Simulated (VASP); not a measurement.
# Rb (P6_3/mmc) in VASP: single point with PBE

Aim: the single point of Rb with PBE.

Everything below comes from runs of VASP 6.6.1. Logs are shortened: lines on timing, memory, paths and dates and some standing lists are left out, and cuts for length are marked.

## 1. The cell of the first run

It takes space group P6_3/mmc (No. 194, hexagonal). The conventional cell has a = 4.832 Å, b = 4.832 Å, c = 7.982 Å, α = 90.00°, β = 90.00°, γ = 120.00°.

This isn't the form of Rb at room conditions, which is bcc.

## 2. Single point, PBE

The input, INCAR:

```
SYSTEM = Rb
PREC = Accurate
ENCUT = 520
EDIFF = 1E-6
ISMEAR = -1
SIGMA = 0.08
LREAL = .False.
LASPH = .True.
NELM = 100
ALGO = Normal
ISIF = 2
LWAVE = .False.
LCHARG = .True.
GGA = PE
LELF = .True.
LVHAR = .True.
NBANDS = 16
```

The input, KPOINTS:

```
Automatic mesh
0
Gamma
  9 9 5
  0 0 0
```

The input, POSCAR:

```
Rb
1.0
    4.8317173237      0.0000000000      0.0000000000
   -2.4158586619      4.1843899463      0.0000000000
    0.0000000000      0.0000000000      7.9821478124
Rb
2
Direct
    0.3333333333      0.6666666667      0.2500000000
    0.6666666667      0.3333333333      0.7500000000
```

Potentials or basis: VASP PAW PBE potentials, release 64 (Rb_sv).

Run with:

```
$ cat potpaw_PBE.64/Rb_sv/POTCAR > POTCAR
$ mpirun -np 1 vasp_std > vasp.out
```

OUTCAR:

```text
SYSTEM = Rb
   PREC = Accurate
   ENCUT = 520
   EDIFF = 1E-6
   ISMEAR = -1
   LREAL = .False.
   LASPH = .True.
   NELM = 100
   ISIF = 2
   GGA = PE

 ion  position               nearest neighbor table
   1  0.333  0.667  0.250-   2 4.87   2 4.87   2 4.87   2 4.87   2 4.87   2 4.87
   2  0.667  0.333  0.750-   1 4.87   1 4.87   1 4.87   1 4.87   1 4.87   1 4.87

  LATTYP: Found a hexagonal cell.
 ALAT       =     4.8317173237
 C/A-ratio  =     1.6520312091

  Lattice vectors:

 A1 = (   4.8317173237,   0.0000000000,   0.0000000000)
 A2 = (  -2.4158586619,   4.1843899463,   0.0000000000)
 A3 = (   0.0000000000,   0.0000000000,   7.9821478124)

Analysis of symmetry for initial positions (statically):
=====================================================================
 Subroutine PRICEL returns:
 Original cell was already a primitive cell.

 Routine SETGRP: Setting up the symmetry group for a
 hexagonal supercell.

 Subroutine GETGRP returns: Found 24 space group operations
 (whereof 12 operations were pure point group operations)
 out of a pool of 24 trial point group operations.

The static configuration has the point symmetry D_3d.
 The point group associated with its full space group is D_6h.

Analysis of symmetry for dynamics (positions and initial velocities):
=====================================================================
 Subroutine PRICEL returns:
 Original cell was already a primitive cell.

 Routine SETGRP: Setting up the symmetry group for a
 hexagonal supercell.

 Subroutine GETGRP returns: Found 24 space group operations
 (whereof 12 operations were pure point group operations)
 out of a pool of 24 trial point group operations.

The dynamic configuration has the point symmetry D_3d.
 The point group associated with its full space group is D_6h.

 Subroutine INISYM returns: Found 24 space group operations
 (whereof 12 operations are pure point group operations),
 and found     1 'primitive' translations

----------------------------------------------------------------------------------------

                                     Primitive cell

  volume of cell :     161.3814

  direct lattice vectors                    reciprocal lattice vectors
     4.831717324  0.000000000  0.000000000     0.206965750  0.119491732  0.000000000
    -2.415858662  4.184389946  0.000000000     0.000000000  0.238983463  0.000000000
[... 78 lines left out ...]
   ICHARG =      2    charge: 1-file 2-atom 10-const
   ISPIN  =      1    spin polarized calculation?
   LNONCOLLINEAR =      F non collinear calculations
   LSORBIT =      F    spin-orbit coupling
   LASPH  =      T    aspherical Exc in radial PAW
   ENCUT  =  520.0 eV  38.22 Ry    6.18 a.u.   8.98  8.98 14.84*2*pi/ulx,y,z
   NELM   =    100;   NELMIN=  2; NELMDL= -5     # of ELM steps
   EDIFF  = 0.1E-05   stopping-criterion for ELM
   LREAL  =      F    real-space projection
   EDIFFG = 0.1E-04   stopping-criterion for IOM
   NSW    =      0    number of steps for IOM
   IBRION =     -1    ionic relax: 0-MD 1-quasi-New 2-CG
   NFREE  =      0    steps in history (QN), initial steepest desc. (CG)
   ISIF   =      2    stress and relaxation
   ISYM   =      2    0-nonsym 1-usesym 2-fastsym
   POTIM  = 0.5000    time-step for ionic-motion
   TEBEG  =    0.0;   TEEND  =   0.0 temperature during run
   PSTRESS=    0.0 pullay stress
   NELECT =      18.0000    total number of electrons
   NUPDOWN=      -1.0000    fix difference up-down
   EMIN   =  10.00;   EMAX   =-10.00  energy-range for DOS
   EFERMI =   0.00;   METHOD = LEGACY
   ISMEAR =    -1;   SIGMA  =   0.08  broadening in eV -4-tet -1-fermi 0-gaus
   EFERMI_NEDOS =   21; number of points for ismear=-14 and -15
   IALGO  =     38    algorithm
   IMIX   =      4    mixing-type and parameters
     AMIX     =   0.40;   BMIX     =  1.00
     AMIX_MAG =   1.60;   BMIX_MAG =  1.00
  volume/ion in A,a.u.               =      80.69       544.53
  Fermi-wavevector in a.u.,A,eV,Ry     =   0.788039  1.489178  8.449298  0.621006
  Thomas-Fermi vector in A             =   1.892901
   LORBIT       =      0    0 simple, 1 ext, 2 COOP (PROOUT), +10 PAW based schemes
   GGA     = PE    functional components
   LHFCALC =     F    Hartree Fock is set to
   AEXX    =    0.0000 exact exchange contribution
   IVDW    =     0    specifies the selected vdW correction
   LEPSILON=     F    determine dielectric tensor
   LRPA    =     F    only Hartree local field effects (RPA)
 non-spin polarized calculation
  energy-cutoff  :      520.00
  volume of cell :      161.38
 maximum number of plane-waves:      4370
 NGX is ok and might be reduce to    36
   NGX = 17   NGY = 17   NGZ = 29

 number of electron      18.0000000 magnetization

 Free energy of the ion-electron system (eV)
  ---------------------------------------------------
  ext. energy  EPLUGINS =         0.00000000
  ---------------------------------------------------
  free energy    TOTEN  =        -1.86882014 eV

  energy without entropy =       -1.83591304  energy(sigma->0) =       -1.85236659

 E-fermi :   0.3116     XC(G=0):  -5.7635

 val. band max:        0.2122634630   @ k =   0.1111   0.1111   0.2000
 cond. band min:       0.3168627354   @ k =   0.2222   0.0000   0.2000
 fundamental gap:      0.1045992724
 Fermi energy:         0.3116113172

 k-point     1 :       0.0000    0.0000    0.0000
  band No.  band energies     occupation
      1     -28.5432      2.00000
      2     -28.5367      2.00000
      3     -12.7118      2.00000
      4     -12.5893      2.00000
      5     -12.5893      2.00000
      6     -12.5726      2.00000
[... 433 lines left out ...]
      3     -12.6750      2.00000
      4     -12.6707      2.00000
      5     -12.6707      2.00000
      6     -12.6422      2.00000
[... 8 lines left out ...]
     15       3.3681      0.00000
     16       4.5310      0.00000

 [... further k-points ...]
[... 5 lines left out ...]
  --------------------------------------------------------------------------------------
  -------------------------------------------------------------------------------------
  Total        0.4371405      0.4371405      0.4328427     -0.0000000     -0.0000000      0.0000000
  in kB        4.3398848      4.3398848      4.2972168     -0.0000000     -0.0000000      0.0000000
  external PRESSURE =       4.3256621 kB  Pullay stress =       0.0000000 kB

 VOLUME and BASIS-vectors are now :
 -----------------------------------------------------------------------------
  energy-cutoff  :      520.00
  volume of cell :      161.38
      direct lattice vectors                 reciprocal lattice vectors
     4.831717324  0.000000000  0.000000000     0.206965750  0.119491732  0.000000000
    -2.415858662  4.184389946  0.000000000     0.000000000  0.238983463  0.000000000
     0.000000000  0.000000000  7.982147812     0.000000000  0.000000000  0.125279564

 POSITION                                       TOTAL-FORCE (eV/Angst)
 -----------------------------------------------------------------------------------
     -0.00000      2.78959      1.99554         0.000000     -0.000000      0.000000
      2.41586      1.39480      5.98661        -0.000000      0.000000      0.000000
 -----------------------------------------------------------------------------------
    total drift:                               -0.000000      0.000000     -0.000000

  FREE ENERGIE OF THE ION-ELECTRON SYSTEM (eV)
  ---------------------------------------------------
  free  energy   TOTEN  =        -1.8688201444 eV

  energy  without entropy=       -1.8359130355  energy(sigma->0) =       -1.85236659
```

OSZICAR:

```text
N       E                     dE             d eps       ncg     rms          rms(c)
DAV:   1     0.112650313535E+03    0.11265E+03   -0.70066E+03  1152   0.866E+02
DAV:   2     0.959684803968E+01   -0.10305E+03   -0.99632E+02  1528   0.186E+02
DAV:   3    -0.846923050999E+00   -0.10444E+02   -0.10355E+02  1664   0.563E+01
DAV:   4    -0.185781207875E+01   -0.10109E+01   -0.10107E+01  1928   0.120E+01
DAV:   5    -0.186758316224E+01   -0.97711E-02   -0.97710E-02  1624   0.122E+00    0.202E+00
DAV:   6    -0.186747851980E+01    0.10464E-03   -0.51280E-03  1576   0.376E-01    0.124E+00
DAV:   7    -0.186862749464E+01   -0.11490E-02   -0.64304E-03  1448   0.432E-01    0.760E-02
DAV:   8    -0.186879613330E+01   -0.16864E-03   -0.41052E-04  1704   0.125E-01    0.237E-02
DAV:   9    -0.186881768788E+01   -0.21555E-04   -0.25944E-05  1640   0.333E-02    0.814E-03
DAV:  10    -0.186882035207E+01   -0.26642E-05   -0.82165E-06  1560   0.162E-02    0.187E-03
DAV:  11    -0.186882014438E+01    0.20769E-06   -0.35554E-07  1032   0.406E-03
   1 F= -.18688201E+01 E0= -.18523666E+01  d E =-.329071E-01
```

Wall time 24 s (1 thread of Intel Xeon 6975P-C (Granite Rapids), shared host); peak memory 0.29 GiB.

Results:

```
Free energy            : -1.8688 eV
Pressure               : 0.4 GPa
Band gap on the k mesh : zero (bands 9 and 10 overlap by 2.08 eV)
```
